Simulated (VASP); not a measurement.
# Si24O49 (a cell with a defect) in VASP: single point with PBEsol

Aim: the single point of Si24O49 (a cell with a defect) with PBEsol.

Everything below comes from runs of VASP 6.6.1. Logs are shortened: lines on timing, memory, paths and dates and some standing lists are left out, and cuts for length are marked.

## 1. The cell of the first run

The cell holds a defect, 73 atoms: a = 9.902 Å, b = 9.902 Å, c = 10.886 Å, α = 90.00°, β = 90.00°, γ = 120.00°.

## 2. Single point, PBEsol, collinear spin

Input file INCAR:

```
SYSTEM = Si24O49
ALGO     = Normal         ! electronic algorithm
EDIFF    = 1E-6           ! SCF threshold, eV
ENCUT    = 520            ! plane-wave cutoff, eV
GGA      = PS             ! functional
GGA_COMPAT= .False.      
ISIF     = 2              ! what is computed and relaxed
ISMEAR   = -1             ! smearing method
ISPIN    = 2              ! spin polarisation
ISYM     = 0            
LASPH    = .True.         ! aspherical terms in the spheres
LCHARG   = .True.         ! write CHGCAR
LELF     = .True.         ! ELF
LORBIT   = 11             ! projections on sites
LREAL    = Auto         
LVHAR    = .True.       
LWAVE    = .False.        ! write WAVECAR
MAGMOM   = 0 0 0 0 0 0 0 0 0 0 0 0 0 0 0 0 0 0 0 0 0 0 0 0 0 0 0 0 0 0 0 0 0 0 0 0 0 0 0 0 0 0 0 0 0 0 0 0 0 0 0 0 0 0 0 0 0 0 0 0 0 0 0 0 0 0 0 0 0 0 0 0 1 ! initial moments
NBANDS   = 241            ! bands
NCORE    = 4            
NELECT   = 389.0        
NELM     = 200            ! most SCF steps
NUPDOWN  = 1.0            ! fixed moment
PREC     = Accurate       ! precision mode
SIGMA    = 0.05           ! smearing width, eV
```

Input file KPOINTS:

```
Automatic mesh
0
Gamma
  1 1 1
  0.25 0.25 0.25
```

Input file POSCAR:

```
Si24O49
1.0
    9.9016390000      0.0000000000      0.0000000000
   -4.9508190000      8.5750710000      0.0000000000
    0.0000000000      0.0000000000     10.8858800000
Si O
24 49
Direct
    0.2334250000      0.9998910000      0.1670130000
    0.2326290000      0.9970020000      0.6656930000
    0.2414850000      0.5030060000      0.1657400000
    0.2288920000      0.4935650000      0.6657550000
    0.7370760000      0.0046840000      0.1647390000
    0.7605190000      0.0114710000      0.6606230000
    0.7293890000      0.4970550000      0.1665350000
    0.7350880000      0.4978610000      0.6669780000
    0.0036900000      0.2383640000      0.3309730000
    0.9990920000      0.2375350000      0.8382210000
    0.9979230000      0.7291610000      0.3283980000
    0.9984690000      0.7336260000      0.8341000000
    0.4970170000      0.2323600000      0.3333740000
    0.4987130000      0.2336510000      0.8314190000
    0.5030440000      0.7395010000      0.3301210000
    0.4859340000      0.7139290000      0.8473080000
    0.2643150000      0.2636570000      0.0011940000
    0.2654350000      0.2632700000      0.5003140000
    0.2653270000      0.7702240000      0.0004090000
    0.2565630000      0.7579380000      0.4975100000
    0.7630930000      0.2679590000      0.9980190000
    0.7642510000      0.2625840000      0.4961250000
    0.7653220000      0.7646780000      0.0045190000
    0.7728510000      0.7679010000      0.4992000000
    0.2044470000      0.1345440000      0.1099910000
    0.2035290000      0.1298780000      0.6059380000
    0.2175290000      0.6399610000      0.1064990000
    0.2013740000      0.6272440000      0.6056980000
    0.7073860000      0.1373420000      0.1053780000
    0.7063720000      0.1236350000      0.6007740000
    0.7035530000      0.6355820000      0.1126470000
    0.7116210000      0.6339680000      0.6045920000
    0.3611380000      0.0693670000      0.2767180000
    0.3688680000      0.0712780000      0.7693020000
    0.3750590000      0.5743540000      0.2715380000
    0.3504200000      0.5626320000      0.7829870000
    0.8700400000      0.0768180000      0.2704920000
    0.8567520000      0.0709590000      0.7854550000
    0.8617820000      0.5660720000      0.2727810000
    0.8668800000      0.5712630000      0.7736930000
    0.4285590000      0.2927860000      0.4424580000
    0.4237080000      0.2881520000      0.9396440000
    0.4197450000      0.7932350000      0.4334290000
    0.4301300000      0.8052400000      0.9350890000
    0.9277330000      0.2936090000      0.4386710000
    0.9292910000      0.3021640000      0.9418170000
    0.9303380000      0.7913970000      0.4363650000
    0.9233240000      0.7902820000      0.9410110000
    0.1359130000      0.2092730000      0.3921660000
    0.1306280000      0.2057000000      0.8954050000
    0.1283620000      0.6967420000      0.3889300000
    0.1329140000      0.7066090000      0.8945050000
    0.6317590000      0.2033630000      0.3908590000
    0.6341000000      0.2056060000      0.8886430000
    0.6402300000      0.7213860000      0.3948920000
    0.6293350000      0.7002600000      0.8972190000
    0.0785930000      0.3717260000      0.2254220000
    0.0657200000      0.3565540000      0.7223180000
    0.0708460000      0.8593110000      0.2204410000
    0.0713170000      0.8667170000      0.7285500000
    0.5674520000      0.3622910000      0.2249940000
    0.5709460000      0.3691350000      0.7269320000
    0.5742740000      0.8712450000      0.2238530000
    0.5798020000      0.8439250000      0.7147730000
    0.2978860000      0.4298880000      0.0568050000
    0.2960420000      0.4251150000      0.5629680000
    0.2965230000      0.9333440000      0.0577460000
    0.2865380000      0.9191510000      0.5589720000
    0.7862100000      0.4290150000      0.0548720000
    0.7908580000      0.4197330000      0.5622820000
    0.7920600000      0.9287860000      0.0567730000
    0.8258870000      0.9362540000      0.5651700000
    0.5269500000      0.7548140000      0.6103470000
```

Potentials or basis: VASP PAW PBE potentials, release 64 (Si, O).

On the command line:

```console
cat potpaw_PBE.64/Si/POTCAR potpaw_PBE.64/O/POTCAR > POTCAR
mpirun -np 4 vasp_std > vasp.out
```

OUTCAR:

```text
SYSTEM = Si24O49
   EDIFF = 1E-6
   ENCUT = 520
   GGA = PS
   ISIF = 2
   ISMEAR = -1
   ISPIN = 2
   ISYM = 0
   LASPH = .True.
   LORBIT = 11
   LREAL = Auto
   NELECT = 389.0
   NELM = 200
   NUPDOWN = 1.0
   PREC = Accurate

 ion  position               nearest neighbor table
   1  0.233  1.000  0.167-  59 1.62  25 1.62  33 1.62  67 1.63  19 3.05  17 3.06  13 3.06  11 3.08

   2  0.233  0.997  0.666-  26 1.62  60 1.62  68 1.62  34 1.63  18 3.07  12 3.08  14 3.08  20 3.09

   3  0.241  0.503  0.166-  57 1.62  27 1.62  35 1.62  65 1.63  15 3.05  17 3.07   9 3.08  19 3.11
[... 21 lines left out ...]
  14  0.499  0.234  0.831-  34 1.62  42 1.62  54 1.62  62 1.63  21 3.06   8 3.07   2 3.08  17 3.10

  15  0.503  0.740  0.330-  35 1.62  63 1.62  55 1.62  43 1.63   3 3.05   5 3.07  20 3.12  24 3.14

  16  0.486  0.714  0.847-  56 1.59  36 1.59  44 1.59  64 1.85  19 3.01  23 3.07   4 3.10
  17  0.264  0.264  0.001-  42 1.62  25 1.62  65 1.62  50 1.63   1 3.06   3 3.07  10 3.07  14 3.10

  18  0.265  0.263  0.500-  41 1.62  49 1.62  26 1.62  66 1.62  13 3.06   4 3.07   2 3.07   9 3.09

  19  0.265  0.770  0.000-  67 1.61  27 1.62  52 1.62  44 1.65  16 3.01   1 3.05  12 3.07   3 3.11
[... 48 lines left out ...]
  62  0.571  0.369  0.727-   8 1.62  14 1.63
  63  0.574  0.871  0.224-  15 1.62   5 1.62
  64  0.580  0.844  0.715-  73 1.37   6 1.83  16 1.85
  65  0.298  0.430  0.057-  17 1.62   3 1.63
  66  0.296  0.425  0.563-   4 1.61  18 1.62
  67  0.297  0.933  0.058-  19 1.61   1 1.63
  68  0.287  0.919  0.559-  20 1.62   2 1.62
  69  0.786  0.429  0.055-  21 1.62   7 1.62
  70  0.791  0.420  0.562-  22 1.61   8 1.62
  71  0.792  0.929  0.057-  23 1.61   5 1.63
  72  0.826  0.936  0.565-   6 1.59  24 1.64
  73  0.527  0.755  0.610-  64 1.37   6 2.50

IMPORTANT INFORMATION: All symmetrisations will be switched off!
NOSYMM: (Re-)initialisation of all symmetry stuff for point group C_1.

----------------------------------------------------------------------------------------

                                     Primitive cell

  volume of cell :     924.2902

  direct lattice vectors                    reciprocal lattice vectors
     9.901639000  0.000000000  0.000000000     0.100993381  0.058308549  0.000000000
    -4.950819000  8.575071000  0.000000000     0.000000000  0.116617110  0.000000000
     0.000000000  0.000000000 10.885880000     0.000000000  0.000000000  0.091862119

  length of vectors
     9.901639000  9.901638825 10.885880000     0.116617108  0.116617110  0.091862119

  position of ions in fractional coordinates (direct lattice)
     0.233425000  0.999891000  0.167013000
     0.232629000  0.997002000  0.665693000
     0.241485000  0.503006000  0.165740000
[... 242 lines left out ...]
  ---------------------------------------------------
  free energy    TOTEN  =      -596.27979584 eV

  energy without entropy =     -596.27974275  energy(sigma->0) =     -596.27976930

 E-fermi :   1.5234     XC(G=0):  -9.3843

 val. band max:        0.9882538476   @ k =   0.2500   0.2500   0.2500
 cond. band min:       2.0214149003   @ k =  -0.2500  -0.2500   0.2500
 fundamental gap:      1.0331610527
 Fermi energy:         2.2553488065

 spin component 1

 k-point     1 :       0.2500    0.2500    0.2500
  band No.  band energies     occupation
      1     -22.8010      1.00000
      2     -18.2468      1.00000
      3     -18.1739      1.00000
      4     -17.9981      1.00000
      5     -17.9507      1.00000
      6     -17.8863      1.00000
[... 1243 lines left out ...]
    205       9.3952      0.00000
    206       9.5345      0.00000
 Fermi energy:         1.5234163406

 spin component 2

 k-point     1 :       0.2500    0.2500    0.2500
  band No.  band energies     occupation
      1     -22.3394      1.00000
      2     -18.2432      1.00000
      3     -18.1631      1.00000
      4     -17.9810      1.00000
      5     -17.9464      1.00000
      6     -17.8744      1.00000
[... 1243 lines left out ...]
    205       9.4011      0.00000
    206       9.5414      0.00000
 [bands above 206 left out]

------------------------ aborting loop because EDIFF is reached ----------------------------------------

  FORCE on cell =-STRESS in cart. coord.  units (eV):
  Direction    XX          YY          ZZ          XY          YZ          ZX
  --------------------------------------------------------------------------------------
  -------------------------------------------------------------------------------------
  Total       -2.3417112     -6.5172801     -2.4677205     -0.7428948      1.9848023     -0.3570805
  in kB       -4.0591543    -11.2971426     -4.2775805     -1.2877441      3.4404835     -0.6189682
  external PRESSURE =      -6.5446258 kB  Pullay stress =       0.0000000 kB

 VOLUME and BASIS-vectors are now :
 -----------------------------------------------------------------------------
  energy-cutoff  :      520.00
  volume of cell :      924.29
      direct lattice vectors                 reciprocal lattice vectors
     9.901639000  0.000000000  0.000000000     0.100993381  0.058308549  0.000000000
    -4.950819000  8.575071000  0.000000000     0.000000000  0.116617110  0.000000000
     0.000000000  0.000000000 10.885880000     0.000000000  0.000000000  0.091862119

 POSITION                                       TOTAL-FORCE (eV/Angst)
 -----------------------------------------------------------------------------------
     -2.63899      8.57414      1.81808        -0.016015      0.001512     -0.002751
     -2.63257      8.54936      7.24665        -0.013076     -0.004311     -0.002957
     -0.09919      4.31331      1.80423        -0.019186      0.001390     -0.007218
     -0.17715      4.23235      7.24733        -0.011617      0.010421      0.017908
      7.27507      0.04017      1.79333        -0.013603     -0.003730     -0.009624
      7.47359      0.09836      7.19146        -0.049131     -0.052869      0.059539
[... 65 lines left out ...]
      3.54241      8.02844      6.15237         0.024595     -0.020837     -0.033814
      1.48072      6.47258      6.64416        -0.030374     -0.215621     -0.327290
 -----------------------------------------------------------------------------------
    total drift:                               -0.004110     -0.006839      0.014558

  FREE ENERGIE OF THE ION-ELECTRON SYSTEM (eV)
  ---------------------------------------------------
  free  energy   TOTEN  =      -596.2797958443 eV

  energy  without entropy=     -596.2797427532  energy(sigma->0) =     -596.27976930

 total charge

# of ion       s       p       d       tot
------------------------------------------
    1        0.646   0.994   0.000   1.640
    2        0.645   0.995   0.000   1.639
    3        0.644   0.992   0.000   1.637
    4        0.642   0.984   0.000   1.626
    5        0.645   0.994   0.000   1.639
    6        0.656   0.982   0.000   1.638
[... 65 lines left out ...]
   72        1.548   3.670   0.000   5.219
   73        1.624   3.181   0.000   4.805
--------------------------------------------------
tot         91.310 203.152   0.000 294.462

 magnetization (x)

# of ion       s       p       d       tot
------------------------------------------
    1       -0.000  -0.000   0.000  -0.000
    2       -0.000  -0.000   0.000  -0.000
    3       -0.000  -0.000   0.000  -0.000
    4       -0.000  -0.000   0.000  -0.000
    5        0.000   0.000   0.000   0.000
    6       -0.000  -0.001   0.000  -0.001
[... 65 lines left out ...]
   72       -0.000  -0.001   0.000  -0.001
   73        0.007   0.536   0.000   0.543
--------------------------------------------------
tot          0.015   0.834   0.000   0.849
```

Run time: 23 min. Hardware: 4 MPI ranks of Oxide Virtual Turin-like, shared host; peak memory 0.71 GiB.

Results:

```yaml
Free_energy: -596.2798 eV
Largest_force: 0.393 eV/Å
Net_moment: 1.00 μB per cell
Site_moments: Si -0.00, +0.00 (each value once); O +0.00, +0.03, -0.00, +0.09, +0.01, +0.14, +0.54 (each value once) μB
Valence_electrons_inside_the_program's_atomic_spheres: Si 1.64, 1.63, 1.65 (each value once); O 5.22, 5.21, 5.20, 5.23, 5.03, 4.80 (each value once)
```

Forces in eV/Å, atoms in the order of the input:
```
Si  -0.016  0.002 -0.003
Si  -0.013 -0.004 -0.003
Si  -0.019  0.001 -0.007
Si  -0.012  0.010  0.018
Si  -0.014 -0.004 -0.010
Si  -0.049 -0.053  0.060
Si  -0.023 -0.002 -0.001
Si  -0.009 -0.004 -0.001
Si   0.004 -0.011 -0.002
Si  -0.006 -0.039 -0.006
Si   0.010 -0.018 -0.009
Si   0.002 -0.018  0.009
Si   0.015 -0.014 -0.002
Si   0.004 -0.013 -0.002
Si   0.021 -0.011  0.010
Si   0.032  0.046 -0.052
Si   0.007  0.009 -0.007
Si   0.003  0.011  0.002
Si   0.025  0.017 -0.012
Si   0.004  0.005  0.010
Si   0.014  0.008 -0.008
Si   0.004 -0.007  0.014
Si   0.000  0.011 -0.021
Si  -0.011  0.021 -0.003
O   -0.022  0.010  0.011
O   -0.020  0.008  0.008
O   -0.010  0.003  0.015
O   -0.014  0.018  0.005
O   -0.017  0.012  0.013
O   -0.050  0.026 -0.014
O   -0.022  0.000  0.018
O   -0.023  0.008  0.013
O    0.008 -0.017  0.014
O    0.007 -0.017  0.007
O    0.007 -0.019  0.014
O   -0.020 -0.041 -0.020
O    0.008 -0.014  0.013
O    0.015  0.004  0.055
O    0.010 -0.020  0.016
O    0.008 -0.016  0.007
O    0.021  0.008  0.013
O    0.016  0.005  0.008
O    0.023  0.004  0.014
O   -0.028  0.031  0.035
O    0.025  0.005  0.007
O    0.001  0.016  0.020
O    0.024  0.009  0.008
O    0.027  0.004  0.002
O    0.018 -0.008 -0.005
O    0.030 -0.009 -0.004
O    0.016 -0.015 -0.012
O    0.010 -0.011 -0.016
O    0.008 -0.014 -0.012
O    0.019 -0.012 -0.011
O    0.004 -0.002 -0.003
O    0.060 -0.003  0.011
O   -0.021 -0.001 -0.008
O   -0.017 -0.007 -0.020
O   -0.020 -0.008 -0.010
O   -0.017 -0.002 -0.010
O   -0.021 -0.003 -0.009
O   -0.023  0.000 -0.010
O   -0.018  0.002 -0.009
O    0.047  0.208  0.298
O    0.002  0.019 -0.015
O    0.008  0.010 -0.023
O   -0.005  0.033 -0.003
O    0.000  0.021 -0.006
O   -0.004  0.021 -0.014
O   -0.007  0.021 -0.001
O   -0.009  0.025 -0.003
O    0.025 -0.021 -0.034
O   -0.030 -0.216 -0.327
```

Caveat: the k points lie up to 0.37 Å⁻¹ apart; the cell carries a net charge on a neutralising background, which shifts energy and pressure; the cell is charged against a uniform background, so pressure and absolute levels hang on convention; the PAW data sets were made with another functional, which shifts forces and pressure a little; the total moment is fixed, so each spin has its own Fermi level and the state may be an excited one.
